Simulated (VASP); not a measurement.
# BaTiO3 in VASP: a series of runs

Runs on BaTiO3. Level: PBE. Tasks: electric field gradients.

Program: VASP 6.6.1. These are calculated values, not measurements. Logs are shortened: lines on timing, memory, paths and dates and some standing lists are left out, and cuts for length are marked.

### Step 1. The cell of the first run

It takes space group P4mm (No. 99, tetragonal). The conventional cell has a = 4.000 Å, b = 4.000 Å, c = 3.938 Å, α = 90.00°, β = 90.00°, γ = 90.00°. Ba (site symmetry 4mm) has 12 O at 2.77 to 2.85 Å and 8 Ti at 3.41 to 3.49 Å within 3.6 Å. Within 2.4 Å of Ti (site symmetry 4mm) lie 6 O at 1.83 to 2.10 Å. O (site symmetry 4mm) has 2 Ti at 1.83 to 2.10 Å within 2.4 Å. Within 2.9 Å of O (site symmetry 2mm) lie 2 Ti at 2.00 Å and 4 Ba at 2.77 to 2.85 Å and 8 O at 2.80 to 2.83 Å.

### Step 2. Electric field gradients, PBE (zz strain of -2 %)

Contents of INCAR:

```
SYSTEM = BaTiO3
PREC = Accurate
ENCUT = 520
EDIFF = 1E-8
ISMEAR = -1
SIGMA = 0.08
LREAL = .False.
LASPH = .True.
NELM = 80
ALGO = Normal
ISIF = 2
LWAVE = .False.
LCHARG = .False.
GGA = PE
LEFG = .True.
NBANDS = 28
```

Contents of KPOINTS:

```
Automatic mesh
0
Gamma
  7 7 7
  0 0 0
```

Contents of POSCAR:

```
BaTiO3
1.0
    3.9998000000      0.0000000000      0.0000000000
    0.0000000000      3.9998000000      0.0000000000
    0.0000000000      0.0000000000      3.9376400000
Ba Ti O
1 1 3
Direct
    0.0000000000      0.0000000000      0.0000000000
    0.5000000000      0.5000000000      0.4820000000
    0.5000000000      0.5000000000      0.0160000000
    0.5000000000      0.0000000000      0.5150000000
    0.0000000000      0.5000000000      0.5150000000
```

Potentials or basis: VASP PAW PBE potentials, release 64 (Ba_sv, Ti_sv, O).

Command:

```sh
$ cat potpaw_PBE.64/Ba_sv/POTCAR potpaw_PBE.64/Ti_sv/POTCAR potpaw_PBE.64/O/POTCAR > POTCAR
$ mpirun -np 1 vasp_std > vasp.out
```

OUTCAR:

```text
SYSTEM = BaTiO3
   PREC = Accurate
   ENCUT = 520
   EDIFF = 1E-8
   ISMEAR = -1
   LREAL = .False.
   LASPH = .True.
   NELM = 80
   ISIF = 2
   GGA = PE

 ion  position               nearest neighbor table
   1  0.000  0.000  0.000-   4 2.77   5 2.77   5 2.77   4 2.77   3 2.83   3 2.83   3 2.83   3 2.83
                             4 2.85   5 2.85   5 2.85   4 2.85   2 3.41   2 3.41   2 3.41   2 3.41
   2  0.500  0.500  0.482-   3 1.83   4 2.00   5 2.00   4 2.00   5 2.00   3 2.10   1 3.41   1 3.41
                             1 3.41   1 3.41   1 3.49   1 3.49   1 3.49   1 3.49
   3  0.500  0.500  0.016-   2 1.83   2 2.10   1 2.83   1 2.83   1 2.83   1 2.83
   4  0.500  0.000  0.515-   2 2.00   2 2.00   1 2.77   1 2.77   1 2.85   1 2.85
   5  0.000  0.500  0.515-   2 2.00   2 2.00   1 2.77   1 2.77   1 2.85   1 2.85

  LATTYP: Found a simple tetragonal cell.
 ALAT       =     3.9998000000
 C/A-ratio  =     0.9844592230

  Lattice vectors:

 A1 = (   3.9998000000,   0.0000000000,   0.0000000000)
 A2 = (   0.0000000000,   3.9998000000,   0.0000000000)
 A3 = (   0.0000000000,   0.0000000000,   3.9376400000)

Analysis of symmetry for initial positions (statically):
=====================================================================
 Subroutine PRICEL returns:
 Original cell was already a primitive cell.

 Routine SETGRP: Setting up the symmetry group for a
 simple tetragonal supercell.

 Subroutine GETGRP returns: Found  8 space group operations
 (whereof  8 operations were pure point group operations)
 out of a pool of 16 trial point group operations.

The static configuration has the point symmetry C_4v.

Analysis of symmetry for dynamics (positions and initial velocities):
=====================================================================
 Subroutine PRICEL returns:
 Original cell was already a primitive cell.

 Routine SETGRP: Setting up the symmetry group for a
 simple tetragonal supercell.

 Subroutine GETGRP returns: Found  8 space group operations
 (whereof  8 operations were pure point group operations)
 out of a pool of 16 trial point group operations.

The dynamic configuration has the point symmetry C_4v.

 Subroutine INISYM returns: Found  8 space group operations
 (whereof  8 operations are pure point group operations),
 and found     1 'primitive' translations
[... 152 lines left out ...]
 cond. band min:       5.8119513477   @ k =   0.0000   0.0000   0.0000
 fundamental gap:      1.9101963482
 Fermi energy:         4.9540326415

 k-point     1 :       0.0000    0.0000    0.0000
  band No.  band energies     occupation
      1     -52.4796      2.00000
      2     -28.7622      2.00000
      3     -28.6978      2.00000
      4     -28.6978      2.00000
      5     -20.8153      2.00000
      6     -12.9935      2.00000
[... 733 lines left out ...]
     27      12.5759      0.00000
     28      12.9655      0.00000

 [... further k-points ...]

------------------------ aborting loop because EDIFF is reached ----------------------------------------

  FORCE on cell =-STRESS in cart. coord.  units (eV):
  Direction    XX          YY          ZZ          XY          YZ          ZX
  --------------------------------------------------------------------------------------
  -------------------------------------------------------------------------------------
  Total        2.4799165      2.4799165      4.9557676      0.0000000      0.0000000      0.0000000
  in kB       63.0717794     63.0717794    126.0401627      0.0000000      0.0000000      0.0000000
  external PRESSURE =      84.0612405 kB  Pullay stress =       0.0000000 kB

 VOLUME and BASIS-vectors are now :
 -----------------------------------------------------------------------------
  energy-cutoff  :      520.00
  volume of cell :       63.00
      direct lattice vectors                 reciprocal lattice vectors
     3.999800000  0.000000000  0.000000000     0.250012501  0.000000000  0.000000000
     0.000000000  3.999800000  0.000000000     0.000000000  0.250012501  0.000000000
     0.000000000  0.000000000  3.937640000     0.000000000  0.000000000  0.253959224

 POSITION                                       TOTAL-FORCE (eV/Angst)
 -----------------------------------------------------------------------------------
      0.00000      0.00000      0.00000        -0.000000      0.000000     -0.038085
      1.99990      1.99990      1.89794        -0.000000     -0.000000      0.423465
      1.99990      1.99990      0.06300        -0.000000      0.000000     -0.077542
      1.99990      0.00000      2.02788        -0.000000      0.000000     -0.153919
      0.00000      1.99990      2.02788         0.000000      0.000000     -0.153919
 -----------------------------------------------------------------------------------
    total drift:                                0.000000      0.000000     -0.000294

  FREE ENERGIE OF THE ION-ELECTRON SYSTEM (eV)
  ---------------------------------------------------
  free  energy   TOTEN  =       -39.9084203769 eV

  energy  without entropy=      -39.9084194436  energy(sigma->0) =      -39.90841991

 Electric field gradients (V/A^2)
---------------------------------------------------------------------
 ion       V_xx      V_yy      V_zz      V_xy      V_xz      V_yz
---------------------------------------------------------------------
   1       3.587     3.587    -7.173    -0.000     0.000     0.000
   2       9.797     9.797   -19.595     0.000    -0.000    -0.000
   3      -4.246    -4.246     8.493     0.000     0.000    -0.000
   4     -10.596    28.557   -17.962    -0.000     0.000     0.000
   5      28.557   -10.596   -17.962     0.000     0.000     0.000
---------------------------------------------------------------------

 Electric field gradients after diagonalization (V/A^2)
 (convention: |V_zz| > |V_xx| > |V_yy|)
----------------------------------------------------------------------
 ion       V_xx      V_yy      V_zz     asymmetry (V_yy - V_xx)/ V_zz
----------------------------------------------------------------------
   1       3.587     3.587    -7.173       0.000
   2       9.797     9.797   -19.595       0.000
   3      -4.246    -4.246     8.493       0.000
   4     -17.962   -10.596    28.557       0.258
   5     -17.962   -10.596    28.557       0.258
----------------------------------------------------------------------

           NMR quadrupolar parameters

 Cq : quadrupolar parameter    Cq=e*Q*V_zz/h
 eta: asymmetry parameters     (V_yy - V_xx)/ V_zz
 Q  : nuclear electric quadrupole moment in mb (millibarn)
----------------------------------------------------------------------
 ion       Cq(MHz)       eta       Q (mb)
----------------------------------------------------------------------
   1      -0.017       0.000       1.000
   2      -0.047       0.000       1.000
   3       0.021       0.000       1.000
   4       0.069       0.258       1.000
   5       0.069       0.258       1.000
----------------------------------------------------------------------
```

Wall time 2 min (1 thread of Intel Xeon 8259CL, shared host); peak memory 0.22 GiB.

What came out:

| Item | Value |
| --- | --- |
| Free energy | -39.9084 eV |
| Pressure | 8.4 GPa |
| Largest force | 0.423 eV/Å |
| Band gap on the k mesh | 1.91 eV (least direct gap 2.11 eV) |
| Largest electric field gradient by atom | Ba -7.2; Ti -19.6; O +8.5, +28.6 (each value once) V/Å² |

Forces on the atoms (eV/Å):
```
Ba   0.000  0.000 -0.038
Ti   0.000  0.000  0.423
O    0.000  0.000 -0.078
O    0.000  0.000 -0.154
O    0.000  0.000 -0.154
```

Stress tensor (GPa, compression positive):
```
 6.31  0.00  0.00
 0.00  6.31  0.00
 0.00  0.00 12.60
```

Electric field gradients, principal values (V/Å²):
```tsv
atom	least	middle	greatest (by size)
1 Ba	3.587	3.587	-7.173
2 Ti	9.797	9.797	-19.595
3 O	-4.246	-4.246	8.493
4 O	-10.596	-17.962	28.557
5 O	-10.596	-17.962	28.557
```

Caveat: the cell differs from its parent crystal (zz strain of -2 %); the cell stands under pressure; without QUAD_EFG the Cq values of the log hold for a quadrupole moment of 1 mb, not for the nuclei; spin-orbit coupling is left out, which moves the levels of the heavy elements; an odd mesh through Γ misses points on the zone boundary, where band edges can lie.

(Continued in part 2 of 3.)
